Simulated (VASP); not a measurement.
Here is a VASP 6.6.1 calculation.

Contents of INCAR:

```
PREC = Accurate ; ENCUT = 600
EDIFF = 1E-6 ; ISMEAR = 0
SIGMA = 0.01 ; LREAL = False
LASPH = True ; NELM = 120
ALGO = Normal ; ISIF = 2
LWAVE = False ; LCHARG = False
GGA = PS ; NBANDS = 14
GGA_COMPAT = False
```

KPOINTS

```
Automatic mesh
0
Gamma
  8 8 8
```

Contents of POSCAR:

```
NaF
1.0
    0.0000000000      2.4093172633      2.4093172633
    2.4093172633      0.0000000000      2.4093172633
    2.4093172633      2.4093172633      0.0000000000
Na F
1 1
Direct
    0.0000000000      0.0000000000      0.0000000000
    0.5000000000      0.5000000000      0.5000000000
```

Potentials or basis: VASP PAW PBE potentials, release 64 (Na_pv, F).

Command:

```sh
$ cat potpaw_PBE.64/Na_pv/POTCAR potpaw_PBE.64/F/POTCAR > POTCAR
$ mpirun -np 1 vasp_std > vasp.out
```

(1) What does it give for the band gap on the k mesh?

(2) Estimate the pressure.

Answers

(1) 5.60 eV.

(2) -4.6 GPa.

Caveat: the cell stands under tension; the PAW data sets were made with another functional, which shifts forces and pressure a little.
